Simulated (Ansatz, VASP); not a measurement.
GeSb4Te4: VASP beside Ansatz

```
CELL_PARAMETERS angstrom
4.60794 0.00000 0.00000
-2.30397 3.99059 0.00000
0.00000 0.00000 17.00671
ATOMIC_POSITIONS crystal
Ge 0.00000 0.00000 0.00000
Sb 0.33333 0.66667 0.54586
Sb 0.66667 0.33333 0.45414
Sb 0.66667 0.33333 0.78736
Sb 0.33333 0.66667 0.21264
Te 0.33333 0.66667 0.90322
Te 0.66667 0.33333 0.09678
Te 0.00000 0.00000 0.68674
Te 0.00000 0.00000 0.31326
```

Change from the starting cell: strain +0.080 along x and y, +0.000 along z, atoms carried along.

Alike in both runs: task single point; functional PBEsol; k mesh 12 × 12 × 4; occupations gaussian, width 0.15 eV; no spin polarisation.

|  | VASP | Ansatz |
| --- | --- | --- |
| version | VASP 6.6.1 | Ansatz 0.2.0 |
| potentials or method | VASP PAW PBE potentials, release 64 (Ge_d, Sb, Te), cutoff 520 eV | scalar-relativistic, plane waves, PAW |
| valence electrons in the cell | 58 | 138 |

VASP gave:

- gap on the k mesh at the Fermi level (eV): none
- pressure (GPa): -6.2
- traceless stress, the component that is largest in VASP (GPa): 1.67
- rms of the force components (eV/Å): 0.198

Task: What did Ansatz give for the same quantities?

Result: gap on the k mesh at the Fermi level (eV): none; pressure (GPa): -6.2; traceless stress, the component that is largest in VASP (GPa): 1.68; rms of the force components (eV/Å): 0.206.

VASP's potentials were made for PBE, not for PBEsol. Atom by atom the forces differ by 0.009 eV/Å (rms over components). A gap of «none» marks a metal or a gap that the smearing closes. VASP's potentials hold 58 valence electrons a cell and Ansatz's 138, so a difference there can come from the potentials and not from the codes.

Neither program's run includes spin-orbit coupling.
